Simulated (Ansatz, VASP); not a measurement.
Hf: VASP beside Ansatz

```
CELL_PARAMETERS angstrom
3.15887 0.00000 0.00000
0.00000 4.99867 0.00000
0.00000 0.00000 22.38320
ATOMIC_POSITIONS crystal
Hf 0.75000 0.75000 0.36238
Hf 0.25000 0.25000 0.40139
Hf 0.25000 0.75000 0.47820
Hf 0.75000 0.25000 0.52180
Hf 0.75000 0.75000 0.59861
Hf 0.25000 0.25000 0.63762
```

Alike in both runs: functional PBEsol; k mesh 10 × 7 × 1; occupations fermi-dirac, width 0.05 eV; no spin polarisation.

Ansatz relaxed the structure, and its values are those at the end. VASP's run is a single point on that final structure, the one shown.

|  | VASP | Ansatz |
| --- | --- | --- |
| version | VASP 6.6.1 | Ansatz 0.2.0 |
| potentials or method | VASP PAW PBE potentials, release 64 (Hf_pv) | PAW with Ansatz's default frozen-core files, scalar-relativistic |
| plane-wave cutoff (eV) | 520 | 420 |
| valence electrons in the cell | 60 | 156 |

|  | VASP | Ansatz | Ansatz less VASP |
| --- | --- | --- | --- |
| rms of the force components (eV/Å) | 0.014 | 0.001 | -0.0128 |

VASP's potentials were made for PBE, not for PBEsol. The functional is the same, so the differences come from potentials, cutoffs and numerics. VASP's potentials hold 60 valence electrons a cell and Ansatz's 156, so a difference there can come from the potentials and not from the codes. Ansatz's warnings: stress scf threshold loose.

Spin-orbit coupling is off throughout.
